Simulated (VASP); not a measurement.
A run of VASP 6.6.1:

Contents of INCAR:

```
SYSTEM = RbBr
PREC = Accurate
ENCUT = 520
EDIFF = 1E-6
ISMEAR = -1
SIGMA = 0.02
LREAL = .False.
LASPH = .True.
NELM = 60
ALGO = Normal
ISIF = 2
LWAVE = .False.
LCHARG = .False.
GGA = PE
NBANDS = 15
```

File KPOINTS:

```
regular mesh
0
Gamma
  6 6 6
  0 0 0
```

Contents of POSCAR:

```
RbBr
1.0
    0.2615355565      3.5385917975      3.5385917975
    3.5385917975      0.2615355565      3.5385917975
    3.5385917975      3.5385917975      0.2615355565
Rb Br
1 1
Direct
    0.0000000000      0.0000000000      0.0000000000
    0.5000000000      0.5000000000      0.5000000000
```

Potentials or basis: VASP PAW PBE potentials, release 64 (Rb_sv, Br).

Command:

```bash
$ cat potpaw_PBE.64/Rb_sv/POTCAR potpaw_PBE.64/Br/POTCAR > POTCAR
$ mpirun -np 1 vasp_std > vasp.out
```

Hardware: 1 thread of Intel(R) Xeon(R) 6975P-C (Granite Rapids) (shared host).

Problem. How long does it take, and how much memory?

Solution. Run time: 25 s on 1 thread of Intel(R) Xeon(R) 6975P-C (Granite Rapids), with other jobs on the host, peak memory 0.24 GiB. Counts: scf iterations 13, k points 32.
